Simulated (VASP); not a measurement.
# Hf4C (I4/mmm) in VASP: notebook

Runs on Hf4C. Level: PBE. Tasks: relaxation of cell and atoms, single point.

Everything below comes from runs of VASP 6.6.1. Logs are shortened: lines on timing, memory, paths and dates and some standing lists are left out, and cuts for length are marked.

## (1) The cell of the first run

It takes space group I4/mmm (No. 139, tetragonal). The conventional cell has a = 4.367 Å, b = 4.367 Å, c = 8.320 Å, α = 90.00°, β = 90.00°, γ = 90.00°. Hf (site symmetry 4mm) has 1 C at 2.03 Å within 2.7 Å. Within 2.9 Å of Hf (site symmetry mmm) lie 2 C at 2.18 Å. C (site symmetry 4/mmm) has 6 Hf at 2.03 to 2.18 Å within 2.7 Å.

## (2) Relaxation of cell and atoms, PBE

The input, INCAR:

```
SYSTEM = Hf4C
  PREC = Accurate
  ENCUT = 600
  EDIFF = 1E-6
  ISMEAR = 0
  SIGMA = 0.2
  LREAL = .False.
  LASPH = .True.
  NELM = 80
  ALGO = Normal
  ISIF = 3
  LWAVE = .False.
  LCHARG = .False.
  GGA = PE
  IBRION = 2
  NSW = 36
  EDIFFG = -0.08
```

The input, KPOINTS:

```
regular mesh
0
Gamma
  5 5 5
  0 0 0
```

The input, POSCAR:

```
Hf4C
1.0
   -2.1836915600      2.1836915600      4.1599962800
    2.1836915600     -2.1836915600      4.1599962800
    2.1836915600      2.1836915600     -4.1599962800
Hf C
4 1
Direct
    0.7556089200      0.7556089200      0.0000000000
    0.5000000000      0.0000000000      0.5000000000
    0.0000000000      0.5000000000      0.5000000000
    0.2443910800      0.2443910800      0.0000000000
    0.0000000000      0.0000000000      0.0000000000
```

Potentials or basis: VASP PAW PBE potentials, release 64 (Hf_pv, C).

Launch:

```sh
cat potpaw_PBE.64/Hf_pv/POTCAR potpaw_PBE.64/C/POTCAR > POTCAR
mpirun -np 1 vasp_std > vasp.out
```

OUTCAR:

```text
SYSTEM = Hf4C
   PREC = Accurate
   ENCUT = 600
   EDIFF = 1E-6
   ISMEAR = 0
   LREAL = .False.
   LASPH = .True.
   NELM = 80
   ISIF = 3
   GGA = PE
   IBRION = 2
   NSW = 36
   EDIFFG = -0.08

 ion  position               nearest neighbor table
   1  0.756  0.756  0.000-   5 2.03   3 2.98   2 2.98   2 2.98   3 2.98   3 3.05   2 3.05   2 3.05
                             3 3.05   4 3.09   4 3.09   4 3.09   4 3.09
   2  0.500  0.000  0.500-   5 2.18   5 2.18   4 2.98   4 2.98   1 2.98   1 2.98   4 3.05   4 3.05
                             1 3.05   1 3.05   3 3.09   3 3.09   3 3.09   3 3.09
   3  0.000  0.500  0.500-   5 2.18   5 2.18   4 2.98   4 2.98   1 2.98   1 2.98   4 3.05   1 3.05
                             1 3.05   4 3.05   2 3.09   2 3.09   2 3.09   2 3.09
   4  0.244  0.244  0.000-   5 2.03   3 2.98   2 2.98   3 2.98   2 2.98   2 3.05   3 3.05   2 3.05
                             3 3.05   1 3.09   1 3.09   1 3.09   1 3.09
   5  0.000  0.000  0.000-   1 2.03   4 2.03   3 2.18   2 2.18   3 2.18   2 2.18

  LATTYP: Found a body centered tetragonal cell.
 ALAT       =     4.3673831200
 C/A-ratio  =     1.9050292432

  Lattice vectors:

 A1 = (  -2.1836915600,   2.1836915600,   4.1599962800)
 A2 = (   2.1836915600,  -2.1836915600,   4.1599962800)
 A3 = (   2.1836915600,   2.1836915600,  -4.1599962800)

Analysis of symmetry for initial positions (statically):
=====================================================================
 Subroutine PRICEL returns:
 Original cell was already a primitive cell.

 Routine SETGRP: Setting up the symmetry group for a
 body centered tetragonal supercell.

 Subroutine GETGRP returns: Found 16 space group operations
 (whereof 16 operations were pure point group operations)
 out of a pool of 16 trial point group operations.

The static configuration has the point symmetry D_4h.

Analysis of symmetry for dynamics (positions and initial velocities):
=====================================================================
 Subroutine PRICEL returns:
 Original cell was already a primitive cell.

 Routine SETGRP: Setting up the symmetry group for a
 body centered tetragonal supercell.

 Subroutine GETGRP returns: Found 16 space group operations
 (whereof 16 operations were pure point group operations)
 out of a pool of 16 trial point group operations.

The dynamic configuration has the point symmetry D_4h.

 Subroutine INISYM returns: Found 16 space group operations
 (whereof 16 operations are pure point group operations),
 and found     1 'primitive' translations

----------------------------------------------------------------------------------------

                                     Primitive cell

  volume of cell :      79.3479

  direct lattice vectors                    reciprocal lattice vectors
    -2.183691560  2.183691560  4.159996280     0.000000000  0.228970066  0.120192415
     2.183691560 -2.183691560  4.159996280     0.228970066  0.000000000  0.120192415
     2.183691560  2.183691560 -4.159996280     0.228970066  0.228970066  0.000000000

  length of vectors
     5.180983180  5.180983180  5.180983180     0.258599125  0.258599125  0.323812572

  position of ions in fractional coordinates (direct lattice)
     0.755608920  0.755608920  0.000000000
     0.500000000  0.000000000  0.500000000
     0.000000000  0.500000000  0.500000000
     0.244391080  0.244391080  0.000000000
     0.000000000  0.000000000  0.000000000

  ion indices of the primitive-cell ions
   primitive index   ion index
                 1           1
                 2           2
                 3           3
                 4           4
                 5           5

----------------------------------------------------------------------------------------

 KPOINTS: regular mesh

Automatic generation of k-mesh.
 Grid dimensions read from file:
 generate k-points for:    5    5    5

 Generating k-lattice:

  Cartesian coordinates                     Fractional coordinates (reciprocal lattice)
     0.000000000  0.045794013  0.024038483     0.200000000  0.000000000 -0.000000000
     0.045794013  0.000000000  0.024038483     0.000000000  0.200000000 -0.000000000
     0.045794013  0.045794013  0.000000000     0.000000000  0.000000000  0.200000000

  Length of vectors
     0.051719825  0.051719825  0.064762514

  Shift w.r.t. Gamma in fractional coordinates (k-lattice)
     0.000000000  0.000000000  0.000000000

 Subroutine IBZKPT returns following result:
 ===========================================

 Found     18 irreducible k-points:

 Following reciprocal coordinates:
            Coordinates               Weight
  0.000000  0.000000  0.000000      1.000000
  0.200000  0.000000 -0.000000      8.000000
  0.400000  0.000000 -0.000000      8.000000
  0.200000  0.200000 -0.000000      8.000000
  0.400000  0.200000 -0.000000     16.000000
 -0.400000  0.200000  0.000000     16.000000
[... 10 lines left out ...]
 -0.400000  0.400000  0.400000      4.000000
 -0.400000 -0.400000  0.400000      2.000000
   k-points           NKPTS =     18   k-points in BZ     NKDIM =     18   number of bands    NBANDS=     26
   number of dos      NEDOS =    301   number of ions     NIONS =      5
   total plane-waves  NPLWV =  74088
   dimension x,y,z NGX =    42 NGY =   42 NGZ =   42
   dimension x,y,z NGXF=    84 NGYF=   84 NGZF=   84
   ions per type =               4   1
   NGX,Y,Z   is equivalent  to a cutoff of  13.48, 13.48, 13.48 a.u.
   NGXF,Y,Z  is equivalent  to a cutoff of  26.95, 26.95, 26.95 a.u.
 SYSTEM =  Hf4C
   PREC   = accura    normal or accurate (medium, high low for compatibility)
   ISTART =      0    job   : 0-new  1-cont  2-samecut
   ICHARG =      2    charge: 1-file 2-atom 10-const
   ISPIN  =      1    spin polarized calculation?
   LNONCOLLINEAR =      F non collinear calculations
   LSORBIT =      F    spin-orbit coupling
   LASPH  =      T    aspherical Exc in radial PAW
   ENCUT  =  600.0 eV  44.10 Ry    6.64 a.u.  10.35 10.35 10.35*2*pi/ulx,y,z
   NELM   =     80;   NELMIN=  2; NELMDL= -5     # of ELM steps
   EDIFF  = 0.1E-05   stopping-criterion for ELM
   LREAL  =      F    real-space projection
   EDIFFG = -.8E-01   stopping-criterion for IOM
   NSW    =     36    number of steps for IOM
   IBRION =      2    ionic relax: 0-MD 1-quasi-New 2-CG
   NFREE  =      1    steps in history (QN), initial steepest desc. (CG)
   ISIF   =      3    stress and relaxation
   ISYM   =      2    0-nonsym 1-usesym 2-fastsym
   POTIM  = 0.5000    time-step for ionic-motion
   TEBEG  =    0.0;   TEEND  =   0.0 temperature during run
   PSTRESS=    0.0 pullay stress
   NELECT =      44.0000    total number of electrons
   NUPDOWN=      -1.0000    fix difference up-down
   EMIN   =  10.00;   EMAX   =-10.00  energy-range for DOS
   EFERMI =   0.00;   METHOD = LEGACY
   ISMEAR =     0;   SIGMA  =   0.20  broadening in eV -4-tet -1-fermi 0-gaus
   EFERMI_NEDOS =   21; number of points for ismear=-14 and -15
   IALGO  =     38    algorithm
   IMIX   =      4    mixing-type and parameters
     AMIX     =   0.40;   BMIX     =  1.00
     AMIX_MAG =   1.60;   BMIX_MAG =  1.00
  volume/ion in A,a.u.               =      15.87       107.09
  Fermi-wavevector in a.u.,A,eV,Ry     =   1.344974  2.541632 24.612327  1.808955
  Thomas-Fermi vector in A             =   2.472924
   LORBIT       =      0    0 simple, 1 ext, 2 COOP (PROOUT), +10 PAW based schemes
   GGA     = PE    functional components
   LHFCALC =     F    Hartree Fock is set to
   AEXX    =    0.0000 exact exchange contribution
   IVDW    =     0    specifies the selected vdW correction
   LEPSILON=     F    determine dielectric tensor
   LRPA    =     F    only Hartree local field effects (RPA)
 conjugate gradient relaxation of ions
 non-spin polarized calculation
 Gauss-broadening in eV      SIGMA  =   0.20
  energy-cutoff  :      600.00
  volume of cell :       79.35
 maximum number of plane-waves:      2689
 NGX is ok and might be reduce to    42
   NGX = 21   NGY = 21   NGZ = 21

--------------------------------------- Ionic step        1  -------------------------------------------

 number of electron      43.9999999 magnetization

 Free energy of the ion-electron system (eV)
  ---------------------------------------------------
  ext. energy  EPLUGINS =         0.00000000
  ---------------------------------------------------
  free energy    TOTEN  =       -48.74091844 eV

  energy without entropy =      -48.66517533  energy(sigma->0) =      -48.70304688

------------------------ aborting loop because EDIFF is reached ----------------------------------------

  FORCE on cell =-STRESS in cart. coord.  units (eV):
  Direction    XX          YY          ZZ          XY          YZ          ZX
  --------------------------------------------------------------------------------------
  -------------------------------------------------------------------------------------
  Total       16.0363311     16.0363311     23.4969514      0.0000000      0.0000000      0.0000000
  in kB      323.8024068    323.8024068    474.4457664      0.0000000      0.0000000      0.0000000
  external PRESSURE =     374.0168600 kB  Pullay stress =       0.0000000 kB
[... 26 lines left out ...]
--------------------------------------- Ionic step        2  -------------------------------------------

 number of electron      44.0000002 magnetization

 E-fermi :   2.8462     XC(G=0): -10.0597

 val. band max:        2.8275637115   @ k =  -0.4000   0.4000   0.0000
 cond. band min:       2.8765176083   @ k =  -0.4000  -0.4000   0.2000
 fundamental gap:      0.0489538968
 Fermi energy:         2.8462032986

 k-point     1 :       0.0000    0.0000    0.0000
  band No.  band energies     occupation
      1     -28.5241      2.00000
      2     -28.5241      2.00000
      3     -28.4958      2.00000
      4     -28.4346      2.00000
      5     -28.4346      2.00000
      6     -28.4126      2.00000
[... 582 lines left out ...]
  FREE ENERGIE OF THE ION-ELECTRON SYSTEM (eV)
  ---------------------------------------------------
  free  energy   TOTEN  =       -50.3904909124 eV

  energy  without entropy=      -50.2732853492  energy(sigma->0) =      -50.33188813

[... ionic steps 4 to 8 ...]

--------------------------------------- Ionic step        9  -------------------------------------------

 number of electron      44.0000002 magnetization

------------------------ aborting loop because EDIFF is reached ----------------------------------------
[... 73 lines left out ...]
--------------------------------------- Ionic step       11  -------------------------------------------

 number of electron      44.0000003 magnetization

 Free energy of the ion-electron system (eV)
  ---------------------------------------------------
  ext. energy  EPLUGINS =         0.00000000
  ---------------------------------------------------
  free energy    TOTEN  =       -50.49243280 eV

  energy without entropy =      -50.38272035  energy(sigma->0) =      -50.43757657

 E-fermi :   4.6885     XC(G=0): -11.3445

 val. band max:        4.6813653430   @ k =  -0.2000   0.2000   0.2000
 cond. band min:       4.7176373078   @ k =  -0.4000   0.2000   0.0000
 fundamental gap:      0.0362719648
 Fermi energy:         4.6884716522

 k-point     1 :       0.0000    0.0000    0.0000
  band No.  band energies     occupation
      1     -25.8585      2.00000
      2     -25.6918      2.00000
      3     -25.6918      2.00000
      4     -25.6659      2.00000
      5     -25.6659      2.00000
      6     -25.4923      2.00000
[... 543 lines left out ...]
  FREE ENERGIE OF THE ION-ELECTRON SYSTEM (eV)
  ---------------------------------------------------
  free  energy   TOTEN  =       -50.4924327979 eV

  energy  without entropy=      -50.3827203484  energy(sigma->0) =      -50.43757657

 reached required accuracy - stopping structural energy minimisation
```

Wall time 7.7 min (1 thread of Intel Xeon Platinum 8488C (Sapphire Rapids), shared host); peak memory 0.28 GiB.

What came out:

```
Free energy                            : -50.4924 eV
Relaxed volume                         : 19.19 Å³/atom
Relaxed cell                           : a = 5.642 Å, b = 5.642 Å, c = 5.642 Å, α = 132.45°, β = 132.45°, γ = 69.52°
Space group after relaxing (to 0.05 Å) : I4/mmm (No. 139)
Energy gained by relaxing              : 350.3 meV/atom
Ionic steps                            : 11
Pressure after relaxing                : 0.1 GPa
Largest force after relaxing           : 0.035 eV/Å
Band gap on the k mesh                 : zero (band 22 reaches 4.93 eV, above the bottom of band 23 at 4.62 eV)
```

Forces in eV/Å, atoms in the order of the input:
```
Hf   0.000  0.000  0.035
Hf   0.000  0.000  0.000
Hf   0.000  0.000  0.000
Hf   0.000  0.000 -0.035
C    0.000  0.000  0.000
```

The path:
```tsv
step	energy change (eV)	largest force (eV/Å)	pressure (GPa)	volume (Å³)
1	0.0000	2.0813	37.40	79.35
2	1.9850	1.7569	-24.36	129.79
3	-1.6496	0.9532	-2.04	96.32
4	-1.6627	0.8441	-0.13	95.03
5	-1.6634	0.8127	0.40	94.68
6	-1.7102	0.4383	-0.30	95.53
7	-1.7304	0.0066	-0.95	96.48
8	-1.7474	0.0929	1.17	95.21
9	-1.7476	0.0863	1.00	95.31
10	-1.7488	0.1277	-0.65	96.46
11	-1.7515	0.0349	0.08	95.94
```

Final structure:
```
CELL_PARAMETERS angstrom
-2.27467 2.27467 4.63537
2.27467 -2.27467 4.63537
2.27467 2.27467 -4.63537
ATOMIC_POSITIONS crystal
Hf 0.75984 0.75984 0.00000
Hf 0.50000 0.00000 0.50000
Hf 0.00000 0.50000 0.50000
Hf 0.24016 0.24016 0.00000
C 0.00000 0.00000 0.00000
```

Caveat: the k points lie up to 0.39 Å⁻¹ apart in the final cell; the volume moved by over 15 % at a fixed basis, so the end points are rough; spin-orbit coupling is left out, which moves the levels of the heavy elements; the relaxation stopped at a loose force limit of 0.08 eV/Å, so its end isn't a converged minimum.

(Continued in part 2 of 2.)
